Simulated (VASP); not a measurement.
Here is a VASP 6.6.1 calculation.

File INCAR:

```
  PREC = Accurate
  ENCUT = 600
  EDIFF = 1E-6
  ISMEAR = 0
  SIGMA = 0.01
  LREAL = False
  LASPH = True
  NELM = 120
  ALGO = Normal
  ISIF = 2
  LWAVE = False
  LCHARG = True
  GGA = PS
  LELF = True
  LVHAR = True
  NBANDS = 11
  GGA_COMPAT = False
```

KPOINTS

```
regular mesh
0
Gamma
  6 6 6
```

The input POSCAR:

```
SiC
1.0
    0.0000000000      2.1784301718      2.1784301718
    2.1784301718      0.0000000000      2.1784301718
    2.1784301718      2.1784301718      0.0000000000
Si C
1 1
Direct
    0.0000000000      0.0000000000      0.0000000000
    0.2500000000      0.2500000000      0.2500000000
```

Potentials or basis: VASP PAW PBE potentials, release 64 (Si, C).

Command:

```bash
$ cat potpaw_PBE.64/Si/POTCAR potpaw_PBE.64/C/POTCAR > POTCAR
$ mpirun -np 1 vasp_std > vasp.out
```

(1) Estimate the pressure.

(2) Estimate the band gap on the k mesh.

## Answers

(1) 0.3 GPa.

(2) 1.23 eV, indirect (least direct gap 4.44 eV).

Caveat: the PAW data sets were made with another functional, which shifts forces and pressure a little.
